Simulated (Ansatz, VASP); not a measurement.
**One calculation of Ti2W, two programs**

INCAR

```
ALGO = Normal ; EDIFF = 1E-7
ENCUT = 520 ; GGA = PE
ISIF = 2 ; ISMEAR = 0
ISPIN = 2 ; LASPH = T
LCHARG = T ; LELF = T
LMAXMIX = 4 ; LORBIT = 11
LREAL = F ; LVHAR = T
LWAVE = F ; MAGMOM = 1 1 1 1 0 0
NBANDS = 51 ; NELM = 150
PREC = Accurate ; SIGMA = 0.1
```

KPOINTS

```
k-points
0
Gamma
  6 6 2
```

File POSCAR:

```
Ti2W
1.0
    2.8545119404      0.0000000000      0.0000000000
   -1.4272559702      2.4720798558      0.0000000000
    0.0000000000      0.0000000000     14.2977499115
Ti W
4 2
Direct
    0.3333333333      0.6666666667      0.5000000000
    0.6666666667      0.3333333333      0.0000000000
    0.6666666667      0.3333333333      0.3327243630
    0.6666666667      0.3333333333      0.6672756370
    0.3333333333      0.6666666667      0.8338818695
    0.3333333333      0.6666666667      0.1661181305
```

Input for Ansatz:

```yaml
crystal:
  lattice:
    - [2.8545119404, 0.0, 0.0]
    - [-1.4272559702, 2.4720798558, 0.0]
    - [0.0, 0.0, 14.2977499115]
  atoms:
    - { symbol: Ti, position: [0.3333333333, 0.6666666667, 0.5], spin: 1.0 }
    - { symbol: Ti, position: [0.6666666667, 0.3333333333, 0.0], spin: 1.0 }
    - { symbol: Ti, position: [0.6666666667, 0.3333333333, 0.332724363], spin: 1.0 }
    - { symbol: Ti, position: [0.6666666667, 0.3333333333, 0.667275637], spin: 1.0 }
    - { symbol: W, position: [0.3333333333, 0.6666666667, 0.8338818695] }
    - { symbol: W, position: [0.3333333333, 0.6666666667, 0.1661181305] }
basis:
  ecutwfc: 420
kpoints:
  mp_grid: { grid: [6, 6, 2] }
hamiltonian:
  xc: pbe
scf:
  occupations: { method: gaussian, width: 0.1 }
  lower_state_search: "off"
output:
  forces: true
  stress: true
  eigenvalues: true
  populations: true
magnetization:
  spin_polarized: true
```

Alike in both runs: task single point; functional PBE; k mesh 6 × 6 × 2; occupations gaussian, width 0.1 eV; collinear spin.

|  | VASP | Ansatz |
| --- | --- | --- |
| version | VASP 6.6.1 | Ansatz 0.2.0 |
| potentials or method | VASP PAW PBE potentials, release 64 (Ti_sv, W_sv), cutoff 520 eV | scalar-relativistic, plane waves, PAW |
| valence electrons in the cell | 76 | 76 |

```tsv
	VASP	Ansatz	Ansatz less VASP
gap on the k mesh at the Fermi level (eV)	none	none	-
pressure (GPa)	-0.1	0.0	+0.13
net moment per atom (μB)	0.00	0.00	0.000
```

A gap of «none» marks a metal or a gap that the smearing closes. Ansatz's warnings: seeded moment not kept.

The k mesh is coarse, so the values compare programs but aren't converged. Neither program's run includes spin-orbit coupling.
